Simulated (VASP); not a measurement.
# Hf (P6_3/mmc) in VASP: a series of runs

Hf is run at these levels: PBEsol; tasks: single point, relaxation of cell and atoms.

Everything below comes from runs of VASP 6.6.1. Logs are shortened: lines on timing, memory, paths and dates and some standing lists are left out, and cuts for length are marked.

## Step 1: The cell of the first run

It takes space group P6_3/mmc (No. 194, hexagonal). Conventional cell: a = 3.440 Å, b = 3.440 Å, c = 9.369 Å, α = 90.00°, β = 90.00°, γ = 120.00°. Within 2.6 Å of Hf (site symmetry -6m2) lie 3 Hf at 1.99 Å. Within 2.6 Å of Hf (site symmetry -6m2) lie 3 Hf at 1.99 Å.

## Step 2: Single point, PBEsol

File INCAR:

```
SYSTEM = Hf
  PREC = Accurate
  ENCUT = 520
  EDIFF = 1E-6
  ISMEAR = 0
  SIGMA = 0.1
  LREAL = .False.
  LASPH = .True.
  NELM = 100
  ALGO = Normal
  ISIF = 2
  LWAVE = .False.
  LCHARG = .False.
  GGA = PS
  NBANDS = 28
```

File KPOINTS:

```
Automatic mesh
0
Gamma
  6 6 2
  0 0 0
```

File POSCAR:

```
Hf
1.0
    3.4397864804      0.0000000000      0.0000000000
   -1.7198932402      2.9789424756      0.0000000000
    0.0000000000      0.0000000000      9.3685241541
Hf
4
Direct
    0.0000000000      0.0000000000      0.2500000000
    0.0000000000      0.0000000000      0.7500000000
    0.3333333333      0.6666666667      0.7500000000
    0.6666666667      0.3333333333      0.2500000000
```

Potentials or basis: VASP PAW PBE potentials, release 64 (Hf_pv).

Command:

```console
> cat potpaw_PBE.64/Hf_pv/POTCAR > POTCAR
> mpirun -np 1 vasp_std > vasp.out
```

OUTCAR:

```text
SYSTEM = Hf
   PREC = Accurate
   ENCUT = 520
   EDIFF = 1E-6
   ISMEAR = 0
   LREAL = .False.
   LASPH = .True.
   NELM = 100
   ISIF = 2
   GGA = PS

 ion  position               nearest neighbor table
   1  0.000  0.000  0.250-   4 1.99   4 1.99   4 1.99
   2  0.000  0.000  0.750-   3 1.99   3 1.99   3 1.99
   3  0.333  0.667  0.750-   2 1.99   2 1.99   2 1.99
   4  0.667  0.333  0.250-   1 1.99   1 1.99   1 1.99

  LATTYP: Found a hexagonal cell.
 ALAT       =     3.4397864804
 C/A-ratio  =     2.7235772358

  Lattice vectors:

 A1 = (   3.4397864804,   0.0000000000,   0.0000000000)
 A2 = (  -1.7198932402,   2.9789424756,   0.0000000000)
 A3 = (   0.0000000000,   0.0000000000,   9.3685241541)

Analysis of symmetry for initial positions (statically):
=====================================================================
 Subroutine PRICEL returns:
 Original cell was already a primitive cell.

 Routine SETGRP: Setting up the symmetry group for a
 hexagonal supercell.

 Subroutine GETGRP returns: Found 24 space group operations
 (whereof 12 operations were pure point group operations)
 out of a pool of 24 trial point group operations.

The static configuration has the point symmetry D_3d.
 The point group associated with its full space group is D_6h.

Analysis of symmetry for dynamics (positions and initial velocities):
=====================================================================
 Subroutine PRICEL returns:
 Original cell was already a primitive cell.

 Routine SETGRP: Setting up the symmetry group for a
 hexagonal supercell.

 Subroutine GETGRP returns: Found 24 space group operations
 (whereof 12 operations were pure point group operations)
 out of a pool of 24 trial point group operations.

The dynamic configuration has the point symmetry D_3d.
 The point group associated with its full space group is D_6h.

 Subroutine INISYM returns: Found 24 space group operations
 (whereof 12 operations are pure point group operations),
 and found     1 'primitive' translations

----------------------------------------------------------------------------------------

                                     Primitive cell

  volume of cell :      95.9986

  direct lattice vectors                    reciprocal lattice vectors
     3.439786480  0.000000000  0.000000000     0.290715719  0.167844799  0.000000000
    -1.719893240  2.978942476  0.000000000     0.000000000  0.335689597  0.000000000
     0.000000000  0.000000000  9.368524154     0.000000000  0.000000000  0.106740398

  length of vectors
     3.439786480  3.439786480  9.368524154     0.335689597  0.335689597  0.106740398

  position of ions in fractional coordinates (direct lattice)
     0.000000000  0.000000000  0.250000000
     0.000000000  0.000000000  0.750000000
     0.333333333  0.666666667  0.750000000
     0.666666667  0.333333333  0.250000000

  ion indices of the primitive-cell ions
   primitive index   ion index
                 1           1
                 2           2
                 3           3
                 4           4

----------------------------------------------------------------------------------------

 KPOINTS: Automatic mesh

Automatic generation of k-mesh.
 Grid dimensions read from file:
 generate k-points for:    6    6    2

 Generating k-lattice:

  Cartesian coordinates                     Fractional coordinates (reciprocal lattice)
     0.048452620  0.027974133  0.000000000     0.166666667  0.000000000  0.000000000
     0.000000000  0.055948266  0.000000000     0.000000000  0.166666667  0.000000000
     0.000000000  0.000000000  0.053370199     0.000000000  0.000000000  0.500000000

  Length of vectors
     0.055948266  0.055948266  0.053370199

  Shift w.r.t. Gamma in fractional coordinates (k-lattice)
     0.000000000  0.000000000  0.000000000

 Subroutine IBZKPT returns following result:
 ===========================================

 Found     14 irreducible k-points:

 Following reciprocal coordinates:
            Coordinates               Weight
  0.000000  0.000000  0.000000      1.000000
  0.166667  0.000000  0.000000      6.000000
  0.333333  0.000000  0.000000      6.000000
  0.500000  0.000000  0.000000      3.000000
  0.166667  0.166667  0.000000      6.000000
  0.333333  0.166667  0.000000     12.000000
  0.333333  0.333333  0.000000      2.000000
  0.000000  0.000000  0.500000      1.000000
  0.166667  0.000000  0.500000      6.000000
  0.333333  0.000000  0.500000      6.000000
  0.500000  0.000000  0.500000      3.000000
  0.166667  0.166667  0.500000      6.000000
  0.333333  0.166667  0.500000     12.000000
  0.333333  0.333333  0.500000      2.000000
   k-points           NKPTS =     14   k-points in BZ     NKDIM =     14   number of bands    NBANDS=     28
   number of dos      NEDOS =    301   number of ions     NIONS =      4
   total plane-waves  NPLWV =  54880
   dimension x,y,z NGX =    28 NGY =   28 NGZ =   70
   dimension x,y,z NGXF=    56 NGYF=   56 NGZF=  140
   ions per type =               4
   NGX,Y,Z   is equivalent  to a cutoff of  13.53, 13.53, 12.42 a.u.
   NGXF,Y,Z  is equivalent  to a cutoff of  27.06, 27.06, 24.84 a.u.
 SYSTEM =  Hf
   PREC   = accura    normal or accurate (medium, high low for compatibility)
   ISTART =      0    job   : 0-new  1-cont  2-samecut
   ICHARG =      2    charge: 1-file 2-atom 10-const
   ISPIN  =      1    spin polarized calculation?
   LNONCOLLINEAR =      F non collinear calculations
   LSORBIT =      F    spin-orbit coupling
   LASPH  =      T    aspherical Exc in radial PAW
   ENCUT  =  520.0 eV  38.22 Ry    6.18 a.u.   6.40  6.40 17.42*2*pi/ulx,y,z
   NELM   =    100;   NELMIN=  2; NELMDL= -5     # of ELM steps
   EDIFF  = 0.1E-05   stopping-criterion for ELM
   LREAL  =      F    real-space projection
   EDIFFG = 0.1E-04   stopping-criterion for IOM
   NSW    =      0    number of steps for IOM
   IBRION =     -1    ionic relax: 0-MD 1-quasi-New 2-CG
   NFREE  =      0    steps in history (QN), initial steepest desc. (CG)
   ISIF   =      2    stress and relaxation
   ISYM   =      2    0-nonsym 1-usesym 2-fastsym
   POTIM  = 0.5000    time-step for ionic-motion
   TEBEG  =    0.0;   TEEND  =   0.0 temperature during run
   PSTRESS=    0.0 pullay stress
   NELECT =      40.0000    total number of electrons
   NUPDOWN=      -1.0000    fix difference up-down
   EMIN   =  10.00;   EMAX   =-10.00  energy-range for DOS
   EFERMI =   0.00;   METHOD = LEGACY
   ISMEAR =     0;   SIGMA  =   0.10  broadening in eV -4-tet -1-fermi 0-gaus
   EFERMI_NEDOS =   21; number of points for ismear=-14 and -15
   IALGO  =     38    algorithm
   IMIX   =      4    mixing-type and parameters
     AMIX     =   0.40;   BMIX     =  1.00
     AMIX_MAG =   1.60;   BMIX_MAG =  1.00
  volume/ion in A,a.u.               =      24.00       161.96
  Fermi-wavevector in a.u.,A,eV,Ry     =   1.222756  2.310674 20.342518  1.495133
  Thomas-Fermi vector in A             =   2.357892
   LORBIT       =      0    0 simple, 1 ext, 2 COOP (PROOUT), +10 PAW based schemes
   GGA     = PS    functional components
   LHFCALC =     F    Hartree Fock is set to
   AEXX    =    0.0000 exact exchange contribution
   IVDW    =     0    specifies the selected vdW correction
   LEPSILON=     F    determine dielectric tensor
   LRPA    =     F    only Hartree local field effects (RPA)
 non-spin polarized calculation
 Gauss-broadening in eV      SIGMA  =   0.10
  energy-cutoff  :      520.00
  volume of cell :       96.00
 maximum number of plane-waves:      2619
 NGX is ok and might be reduce to    28
   NGX = 13   NGY = 13   NGZ = 35

 number of electron      40.0000001 magnetization

 Free energy of the ion-electron system (eV)
  ---------------------------------------------------
  ext. energy  EPLUGINS =         0.00000000
  ---------------------------------------------------
  free energy    TOTEN  =        -8.60404727 eV

  energy without entropy =       -8.53560937  energy(sigma->0) =       -8.56982832

 E-fermi :   2.6902     XC(G=0): -10.0299

 val. band max:        2.6847499753   @ k =   0.3333   0.1667   0.0000
 cond. band min:       2.6923425150   @ k =   0.3333   0.0000   0.0000
 fundamental gap:      0.0075925397
 Fermi energy:         2.6901600826

 k-point     1 :       0.0000    0.0000    0.0000
  band No.  band energies     occupation
      1     -32.1507      2.00000
      2     -32.1507      2.00000
      3     -32.1506      2.00000
      4     -32.1506      2.00000
      5     -28.6116      2.00000
      6     -28.6056      2.00000
[... 20 lines left out ...]
     27       9.1233      0.00000
     28       9.1391      0.00000

 k-point     2 :       0.1667    0.0000    0.0000
  band No.  band energies     occupation
      1     -32.3343      2.00000
      2     -32.3341      2.00000
      3     -31.7728      2.00000
      4     -31.7726      2.00000
      5     -28.4369      2.00000
      6     -28.4313      2.00000
[... 20 lines left out ...]
     27       9.2207      0.00000
     28       9.2444      0.00000

 k-point     3 :       0.3333    0.0000    0.0000
  band No.  band energies     occupation
      1     -32.6608      2.00000
      2     -32.6606      2.00000
      3     -30.9297      2.00000
      4     -30.9296      2.00000
      5     -27.9725      2.00000
      6     -27.9681      2.00000
[... 20 lines left out ...]
     27       6.5439      0.00000
     28       7.6857      0.00000

 k-point     4 :       0.5000    0.0000    0.0000
  band No.  band energies     occupation
      1     -32.8081      2.00000
      2     -32.8079      2.00000
      3     -30.4445      2.00000
      4     -30.4443      2.00000
      5     -27.5835      2.00000
      6     -27.5811      2.00000
[... 20 lines left out ...]
     27       6.7935      0.00000
     28       6.8083      0.00000

 k-point     5 :       0.1667    0.1667    0.0000
  band No.  band energies     occupation
      1     -32.6717      2.00000
      2     -32.6716      2.00000
      3     -31.0028      2.00000
      4     -31.0027      2.00000
      5     -28.1111      2.00000
      6     -28.1063      2.00000
[... 20 lines left out ...]
     27       7.4645      0.00000
     28       8.1371      0.00000

 k-point     6 :       0.3333    0.1667    0.0000
  band No.  band energies     occupation
      1     -33.0016      2.00000
      2     -33.0015      2.00000
      3     -29.9078      2.00000
      4     -29.9077      2.00000
      5     -27.5863      2.00000
      6     -27.5830      2.00000
[... 20 lines left out ...]
     27       6.2847      0.00000
     28       6.3297      0.00000

 k-point     7 :       0.3333    0.3333    0.0000
  band No.  band energies     occupation
      1     -33.2242      2.00000
      2     -33.2242      2.00000
      3     -28.1474      2.00000
      4     -28.1472      2.00000
      5     -28.1341      2.00000
      6     -28.1341      2.00000
[... 20 lines left out ...]
     27       5.0596      0.00000
     28       5.6845      0.00000

 k-point     8 :       0.0000    0.0000    0.5000
  band No.  band energies     occupation
      1     -32.1507      2.00000
      2     -32.1507      2.00000
      3     -32.1507      2.00000
      4     -32.1507      2.00000
      5     -28.6086      2.00000
      6     -28.6086      2.00000
[... 20 lines left out ...]
     27       9.1806      0.00000
     28       9.1806      0.00000

 k-point     9 :       0.1667    0.0000    0.5000
  band No.  band energies     occupation
      1     -32.3342      2.00000
      2     -32.3342      2.00000
      3     -31.7727      2.00000
      4     -31.7727      2.00000
      5     -28.4341      2.00000
      6     -28.4341      2.00000
[... 20 lines left out ...]
     27       9.2429      0.00000
     28       9.2429      0.00000

 k-point    10 :       0.3333    0.0000    0.5000
  band No.  band energies     occupation
      1     -32.6607      2.00000
      2     -32.6607      2.00000
      3     -30.9297      2.00000
      4     -30.9297      2.00000
      5     -27.9703      2.00000
      6     -27.9703      2.00000
[... 20 lines left out ...]
     27       7.1128      0.00000
     28       7.1128      0.00000

 k-point    11 :       0.5000    0.0000    0.5000
  band No.  band energies     occupation
      1     -32.8080      2.00000
      2     -32.8080      2.00000
      3     -30.4444      2.00000
      4     -30.4444      2.00000
      5     -27.5823      2.00000
      6     -27.5823      2.00000
[... 20 lines left out ...]
     27       7.0294      0.00000
     28       7.0294      0.00000

 k-point    12 :       0.1667    0.1667    0.5000
  band No.  band energies     occupation
      1     -32.6716      2.00000
      2     -32.6716      2.00000
      3     -31.0027      2.00000
      4     -31.0027      2.00000
      5     -28.1087      2.00000
      6     -28.1087      2.00000
[... 20 lines left out ...]
     27       7.7969      0.00000
     28       7.7969      0.00000

 k-point    13 :       0.3333    0.1667    0.5000
  band No.  band energies     occupation
      1     -33.0015      2.00000
      2     -33.0015      2.00000
      3     -29.9078      2.00000
      4     -29.9078      2.00000
      5     -27.5846      2.00000
      6     -27.5846      2.00000
[... 20 lines left out ...]
     27       6.1992      0.00000
     28       6.1992      0.00000

 k-point    14 :       0.3333    0.3333    0.5000
  band No.  band energies     occupation
      1     -33.2243      2.00000
      2     -33.2243      2.00000
      3     -28.1473      2.00000
      4     -28.1473      2.00000
      5     -28.1341      2.00000
      6     -28.1341      2.00000
[... 20 lines left out ...]
     27       5.3239      0.00000
     28       5.3239      0.00000

------------------------ aborting loop because EDIFF is reached ----------------------------------------

  FORCE on cell =-STRESS in cart. coord.  units (eV):
  Direction    XX          YY          ZZ          XY          YZ          ZX
  --------------------------------------------------------------------------------------
  -------------------------------------------------------------------------------------
  Total       82.0422859     82.0422859     -5.0920703      0.0000000      0.0000000      0.0000000
  in kB     1369.2525290   1369.2525289    -84.9845920      0.0000000      0.0000000      0.0000000
  external PRESSURE =     884.5068220 kB  Pullay stress =       0.0000000 kB

 VOLUME and BASIS-vectors are now :
 -----------------------------------------------------------------------------
  energy-cutoff  :      520.00
  volume of cell :       96.00
      direct lattice vectors                 reciprocal lattice vectors
     3.439786480  0.000000000  0.000000000     0.290715719  0.167844799  0.000000000
    -1.719893240  2.978942476  0.000000000     0.000000000  0.335689597  0.000000000
     0.000000000  0.000000000  9.368524154     0.000000000  0.000000000  0.106740398

 POSITION                                       TOTAL-FORCE (eV/Angst)
 -----------------------------------------------------------------------------------
      0.00000      0.00000      2.34213        -0.000000      0.000000      0.000000
      0.00000      0.00000      7.02639         0.000000      0.000000     -0.000000
     -0.00000      1.98596      7.02639        -0.000000      0.000000     -0.000000
      1.71989      0.99298      2.34213         0.000000      0.000000      0.000000
 -----------------------------------------------------------------------------------
    total drift:                                0.000000     -0.000000     -0.000000

  FREE ENERGIE OF THE ION-ELECTRON SYSTEM (eV)
  ---------------------------------------------------
  free  energy   TOTEN  =        -8.6040472729 eV

  energy  without entropy=       -8.5356093691  energy(sigma->0) =       -8.56982832
```

Wall time 18 s (1 thread of AMD EPYC 9R45 (Zen 5), shared host); peak memory 0.19 GiB.

What came out:

* Free energy: -8.6040 eV
* Pressure: 88.5 GPa
* Band gap on the k mesh: zero (bands 20 and 21 overlap by 2.23 eV)

Stress tensor (GPa, compression positive):
```
136.93   0.00   0.00
  0.00 136.93   0.00
  0.00   0.00  -8.50
```

Caveat: atoms lie so close that the PAW spheres overlap strongly, which falsifies energies and pressures; the stress differs along the axes, from -8 to 137 GPa; the PAW data sets were made with another functional, which shifts forces and pressure a little; spin-orbit coupling is left out, which moves the levels of the heavy elements.

(Part 1 of 3 ends here.)

The gap in the log of VASP goes by the Fermi energy; the results here count the filled bands.